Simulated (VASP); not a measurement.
# Ti (Im-3m) in VASP: further runs

Ti is run at these levels: r2SCAN; tasks: single point.

All numbers are computed with VASP 6.6.1; they aren't measurements. Logs are shortened: lines on timing, memory, paths and dates and some standing lists are left out, and cuts for length are marked.

### 1 The cell of the first run

It takes space group Im-3m (No. 229, cubic). Conventional cell: a = 3.304 Å, b = 3.304 Å, c = 3.304 Å, α = 90.00°, β = 90.00°, γ = 90.00°. Ti (site symmetry m-3m) has 14 Ti at 2.86 to 3.30 Å within 3.8 Å.

### 2 Single point, r2SCAN

Contents of POSCAR:

```
Ti
1.0
   -1.6518678664      1.6518678664      1.6518678664
    1.6518678664     -1.6518678664      1.6518678664
    1.6518678664      1.6518678664     -1.6518678664
Ti
1
Direct
    0.0000000000      0.0000000000      0.0000000000
```

Contents of INCAR.step1:

```
  PREC = Accurate
  ENCUT = 520
  ISMEAR = -1
  SIGMA = 0.05
  LREAL = False
  LASPH = True
  NELM = 60
  NBANDS = 12
  GGA = PE
  ALGO = Normal
  EDIFF = 1E-4
  LWAVE = True
  LCHARG = False
```

Contents of INCAR.step2:

```
  PREC = Accurate
  ENCUT = 520
  EDIFF = 1E-7
  ISMEAR = -1
  SIGMA = 0.05
  LREAL = False
  LASPH = True
  NELM = 60
  ALGO = Normal
  ISIF = 2
  LWAVE = False
  LCHARG = True
  METAGGA = R2SCAN
  LMIXTAU = True
  LELF = True
  LVHAR = True
  NBANDS = 12
  ISTART = 1
```

Contents of KPOINTS:

```
regular mesh
0
Gamma
  11 11 11
```

Potentials or basis: VASP PAW PBE potentials, release 64 (Ti_sv).

On the command line:

```
> cat potpaw_PBE.64/Ti_sv/POTCAR > POTCAR
> cp INCAR.step1 INCAR
> mpirun -np 1 vasp_std > vasp.out
> cp INCAR.step2 INCAR
> mpirun -np 1 vasp_std > vasp.out
```

OUTCAR:

```text
PREC = Accurate
   ENCUT = 520
   EDIFF = 1E-7
   ISMEAR = -1
   LREAL = False
   LASPH = True
   NELM = 60
   ISIF = 2
   METAGGA = R2SCAN
   ISTART = 1

 ion  position               nearest neighbor table
   1  0.000  0.000  0.000-

  LATTYP: Found a body centered cubic cell.
 ALAT       =     3.3037357328

  Lattice vectors:

 A1 = (  -1.6518678664,   1.6518678664,   1.6518678664)
 A2 = (   1.6518678664,  -1.6518678664,   1.6518678664)
 A3 = (   1.6518678664,   1.6518678664,  -1.6518678664)

Analysis of symmetry for initial positions (statically):
=====================================================================
 Subroutine PRICEL returns:
 Original cell was already a primitive cell.

 Routine SETGRP: Setting up the symmetry group for a
 body centered cubic supercell.

 Subroutine GETGRP returns: Found 48 space group operations
[... 9 lines left out ...]

 Routine SETGRP: Setting up the symmetry group for a
 body centered cubic supercell.

 Subroutine GETGRP returns: Found 48 space group operations
[... 11 lines left out ...]
                                     Primitive cell

  volume of cell :      18.0296

  direct lattice vectors                    reciprocal lattice vectors
    -1.651867866  1.651867866  1.651867866     0.000000000  0.302687648  0.302687648
     1.651867866 -1.651867866  1.651867866     0.302687648  0.000000000  0.302687648
     1.651867866  1.651867866 -1.651867866     0.302687648  0.302687648  0.000000000

  length of vectors
     2.861119072  2.861119072  2.861119072     0.428064978  0.428064978  0.428064978

  position of ions in fractional coordinates (direct lattice)
     0.000000000  0.000000000  0.000000000

  ion indices of the primitive-cell ions
   primitive index   ion index
                 1           1

----------------------------------------------------------------------------------------

 KPOINTS: regular mesh

Automatic generation of k-mesh.
 Grid dimensions read from file:
 generate k-points for:   11   11   11

 Generating k-lattice:

  Cartesian coordinates                     Fractional coordinates (reciprocal lattice)
     0.000000000  0.027517059  0.027517059     0.090909091  0.000000000  0.000000000
     0.027517059  0.000000000  0.027517059     0.000000000  0.090909091  0.000000000
     0.027517059  0.027517059  0.000000000     0.000000000  0.000000000  0.090909091

  Length of vectors
[... 53 lines left out ...]
   ENCUT  =  520.0 eV  38.22 Ry    6.18 a.u.   5.32  5.32  5.32*2*pi/ulx,y,z
   NELM   =     60;   NELMIN=  2; NELMDL=  0     # of ELM steps
   EDIFF  = 0.1E-06   stopping-criterion for ELM
   LREAL  =      F    real-space projection
   EDIFFG = 0.1E-05   stopping-criterion for IOM
   NSW    =      0    number of steps for IOM
   IBRION =     -1    ionic relax: 0-MD 1-quasi-New 2-CG
   NFREE  =      0    steps in history (QN), initial steepest desc. (CG)
   ISIF   =      2    stress and relaxation
   ISYM   =      2    0-nonsym 1-usesym 2-fastsym
   POTIM  = 0.5000    time-step for ionic-motion
   TEBEG  =    0.0;   TEEND  =   0.0 temperature during run
   PSTRESS=    0.0 pullay stress
   NELECT =      12.0000    total number of electrons
   NUPDOWN=      -1.0000    fix difference up-down
   EMIN   =  10.00;   EMAX   =-10.00  energy-range for DOS
   EFERMI =   0.00;   METHOD = LEGACY
   ISMEAR =    -1;   SIGMA  =   0.05  broadening in eV -4-tet -1-fermi 0-gaus
   EFERMI_NEDOS =   21; number of points for ismear=-14 and -15
   IALGO  =     38    algorithm
   IMIX   =      4    mixing-type and parameters
     AMIX     =   0.40;   BMIX     =  1.00
     AMIX_MAG =   1.60;   BMIX_MAG =  1.00
  volume/ion in A,a.u.               =      18.03       121.67
  Fermi-wavevector in a.u.,A,eV,Ry     =   1.429354  2.701088 27.797440  2.043054
  Thomas-Fermi vector in A             =   2.549317
   LORBIT       =      0    0 simple, 1 ext, 2 COOP (PROOUT), +10 PAW based schemes
   METAGGA = R2SCAN    functional components
   LHFCALC =     F    Hartree Fock is set to
   AEXX    =    0.0000 exact exchange contribution
   IVDW    =     0    specifies the selected vdW correction
   LEPSILON=     F    determine dielectric tensor
   LRPA    =     F    only Hartree local field effects (RPA)
 non-spin polarized calculation
  energy-cutoff  :      520.00
  volume of cell :       18.03
 maximum number of plane-waves:       494
 NGX is ok and might be reduce to    24
   NGX = 11   NGY = 11   NGZ = 11

 number of electron      12.0000003 magnetization

 Free energy of the ion-electron system (eV)
  ---------------------------------------------------
  ext. energy  EPLUGINS =         0.00000000
  ---------------------------------------------------
  free energy    TOTEN  =       -12.81124502 eV

  energy without entropy =      -12.78901740  energy(sigma->0) =      -12.80013121

 E-fermi :   7.7335     XC(G=0): -12.2097

 val. band max:        7.6986243828   @ k =   0.1818   0.1818   0.0000
 cond. band min:       7.7365115407   @ k =   0.3636   0.1818  -0.0000
 fundamental gap:      0.0378871579
 Fermi energy:         7.7334988772

 k-point     1 :       0.0000    0.0000    0.0000
  band No.  band energies     occupation
      1     -51.2655      2.00000
      2     -26.1087      2.00000
      3     -26.1087      2.00000
      4     -26.1086      2.00000
      5       1.4747      2.00000
      6       8.8355      0.00000
      7       8.8355      0.00000
      8       8.8356      0.00000
      9      10.5326      0.00000
     10      10.5326      0.00000
     11      25.5553      0.00000
     12      25.5553      0.00000
[... 331 lines left out ...]
 k-point    24 :       0.3636    0.1818    0.0909
  band No.  band energies     occupation
      1     -51.1420      2.00000
      2     -26.6118      2.00000
      3     -26.3811      2.00000
      4     -26.2061      2.00000
      5       6.2378      2.00000
      6       7.1735      1.99997
      7       7.6220      1.80573
      8      10.7198      0.00000
      9      10.9058      0.00000
     10      13.9836      0.00000
     11      16.3339      0.00000
     12      18.9315      0.00000

 [... further k-points ...]
[... 5 lines left out ...]
  --------------------------------------------------------------------------------------
  -------------------------------------------------------------------------------------
  Total       -0.4899271     -0.4899271     -0.4899271      0.0000000      0.0000000      0.0000000
  in kB      -43.5367608    -43.5367608    -43.5367608      0.0000000      0.0000000      0.0000000
  external PRESSURE =     -43.5367608 kB  Pullay stress =       0.0000000 kB

 VOLUME and BASIS-vectors are now :
 -----------------------------------------------------------------------------
  energy-cutoff  :      520.00
  volume of cell :       18.03
      direct lattice vectors                 reciprocal lattice vectors
    -1.651867866  1.651867866  1.651867866     0.000000000  0.302687648  0.302687648
     1.651867866 -1.651867866  1.651867866     0.302687648  0.000000000  0.302687648
     1.651867866  1.651867866 -1.651867866     0.302687648  0.302687648  0.000000000

 POSITION                                       TOTAL-FORCE (eV/Angst)
 -----------------------------------------------------------------------------------
      0.00000      0.00000      0.00000         0.000000      0.000000      0.000000
 -----------------------------------------------------------------------------------
    total drift:                                0.000000      0.000000     -0.000000

  FREE ENERGIE OF THE ION-ELECTRON SYSTEM (eV)
  ---------------------------------------------------
  free  energy   TOTEN  =       -12.8112450250 eV

  energy  without entropy=      -12.7890173983  energy(sigma->0) =      -12.80013121
```

OSZICAR.step1:

```text
N       E                     dE             d eps       ncg     rms          rms(c)
DAV:   1     0.871950714555E+02    0.87195E+02   -0.66475E+03  1344   0.121E+03
DAV:   2    -0.413136902569E+01   -0.91326E+02   -0.88965E+02  1368   0.294E+02
DAV:   3    -0.874374153646E+01   -0.46124E+01   -0.45602E+01  1924   0.657E+01
DAV:   4    -0.883308969799E+01   -0.89348E-01   -0.89293E-01  1484   0.830E+00
DAV:   5    -0.883520256157E+01   -0.21129E-02   -0.21128E-02  1616   0.112E+00    0.804E+00
DAV:   6    -0.771383290430E+01    0.11214E+01   -0.27996E+00  1432   0.231E+01    0.197E+00
DAV:   7    -0.771290162693E+01    0.93128E-03   -0.66102E-02  1568   0.258E+00    0.122E+00
DAV:   8    -0.772112339132E+01   -0.82218E-02   -0.33131E-02  1452   0.214E+00    0.103E-01
DAV:   9    -0.772156569743E+01   -0.44231E-03   -0.22568E-03  1624   0.472E-01    0.724E-02
DAV:  10    -0.772158743467E+01   -0.21737E-04   -0.26466E-04  1416   0.181E-01
   1 F= -.77215874E+01 E0= -.77098542E+01  d E =-.234665E-01
```

Run time: 3.2 min. Hardware: 1 thread of AMD EPYC 7R13, shared host; peak memory 0.12 GiB.

What came out:

```
Free energy            : -12.8112 eV
Pressure               : -4.4 GPa
Band gap on the k mesh : zero (band 6 reaches 8.84 eV, above the bottom of band 7 at 7.13 eV)
```

Caveat: the PAW data sets were made with another functional, which shifts forces and pressure a little.

### 3 Single point, r2SCAN

This run uses another cell than the first one, of 18.38 Å³/atom, 1.020 times its volume.

Contents of POSCAR:

```
Ti
1.0
   -1.6625945817      1.6625945817      1.6625945817
    1.6625945817     -1.6625945817      1.6625945817
    1.6625945817      1.6625945817     -1.6625945817
Ti
1
Direct
    0.0000000000      0.0000000000      0.0000000000
```

Contents of INCAR.step1:

```
PREC = Accurate
ENCUT = 520
ISMEAR = -1
SIGMA = 0.05
LREAL = F
LASPH = T
NELM = 80
NBANDS = 12
GGA = PE
ALGO = Normal
EDIFF = 1E-4
LWAVE = T
LCHARG = F
```

Contents of INCAR.step2:

```
PREC = Accurate
ENCUT = 520
EDIFF = 1E-7
ISMEAR = -1
SIGMA = 0.05
LREAL = F
LASPH = T
NELM = 80
ALGO = Normal
ISIF = 2
LWAVE = F
LCHARG = F
METAGGA = R2SCAN
LMIXTAU = T
NBANDS = 12
ISTART = 1
```

Contents of KPOINTS:

```
Automatic mesh
0
Gamma
  11 11 11
```

Potentials or basis: VASP PAW PBE potentials, release 64 (Ti_sv).

On the command line:

```
> cat potpaw_PBE.64/Ti_sv/POTCAR > POTCAR
> cp INCAR.step1 INCAR
> mpirun -np 1 vasp_std > vasp.out
> cp INCAR.step2 INCAR
> mpirun -np 1 vasp_std > vasp.out
```

Wall time 3.3 min (1 thread of AMD EPYC 7R13, shared host); peak memory 0.12 GiB.

Results (log left out):

```yaml
Free_energy: -12.7998 eV
Pressure: -6.2 GPa
Band_gap_on_the_k_mesh: zero (band 6 reaches 8.62 eV, above the bottom of band 7 at 6.94 eV)
```

Levels at points of the mesh, in eV from the Fermi level:
| k point | band 4 | band 5 | band 6 | band 7 | band 8 | band 9 |
| --- | --- | --- | --- | --- | --- | --- |
| (0.00, 0.00, 0.00) | -33.91 | -6.22 | 1.08 | 1.08 | 1.08 | 2.74 |

Caveat: the PAW data sets were made with another functional, which shifts forces and pressure a little.

### 4 Single point, r2SCAN

This run uses another cell than the first one, of 18.74 Å³/atom, 1.039 times its volume.

Contents of POSCAR:

```
Ti
1.0
   -1.6731846416      1.6731846416      1.6731846416
    1.6731846416     -1.6731846416      1.6731846416
    1.6731846416      1.6731846416     -1.6731846416
Ti
1
Direct
    0.0000000000      0.0000000000      0.0000000000
```

Contents of INCAR.step1:

```
  PREC = Accurate
  ENCUT = 520
  ISMEAR = -1
  SIGMA = 0.05
  LREAL = False
  LASPH = True
  NELM = 100
  NBANDS = 12
  GGA = PE
  ALGO = Normal
  EDIFF = 1E-4
  LWAVE = True
  LCHARG = False
```

Contents of INCAR.step2:

```
  PREC = Accurate
  ENCUT = 520
  EDIFF = 1E-7
  ISMEAR = -1
  SIGMA = 0.05
  LREAL = False
  LASPH = True
  NELM = 100
  ALGO = Normal
  ISIF = 2
  LWAVE = False
  LCHARG = False
  METAGGA = R2SCAN
  LMIXTAU = True
  NBANDS = 12
  ISTART = 1
```

KPOINTS is that of step 3.

On the command line:

```
> cat potpaw_PBE.64/Ti_sv/POTCAR > POTCAR
> cp INCAR.step1 INCAR
> mpirun -np 1 vasp_std > vasp.out
> cp INCAR.step2 INCAR
> mpirun -np 1 vasp_std > vasp.out
```

Wall time 2.5 min (1 thread of AMD EPYC 7R13, shared host); peak memory 0.12 GiB.

Results (log left out):

```
Free energy            : -12.7845 eV
Pressure               : -7.9 GPa
Band gap on the k mesh : zero (band 6 reaches 8.41 eV, above the bottom of band 7 at 6.75 eV)
```

Levels at points of the mesh, in eV from the Fermi level:
```
           k point  band 4  band 5  band 6  band 7  band 8  band 9
(0.00, 0.00, 0.00)  -33.97   -6.18    1.06    1.06    1.06    2.68
```

Caveat: the PAW data sets were made with another functional, which shifts forces and pressure a little.

### 5 Overview

```csv
cell,gap on the mesh (eV),pressure (GPa)
"a = 2.861 Å, angles 109.5°, 1 atom",none,-4.4
"a = 2.880 Å, angles 109.5°, 1 atom",none,-6.2
"a = 2.898 Å, angles 109.5°, 1 atom",none,-7.9
```

Alike in all rows: task single point; level r2SCAN; potentials or basis VASP PAW PBE potentials, release 64 (Ti_sv); no spin polarisation; k mesh 11 × 11 × 11; cutoff (eV) 520; smearing fermi-dirac 0.05 eV.

Caveats: the PAW data sets were made with another functional, which shifts forces and pressure a little.

Total energies depend on the potentials used, so only differences within one code and one set of settings carry meaning.
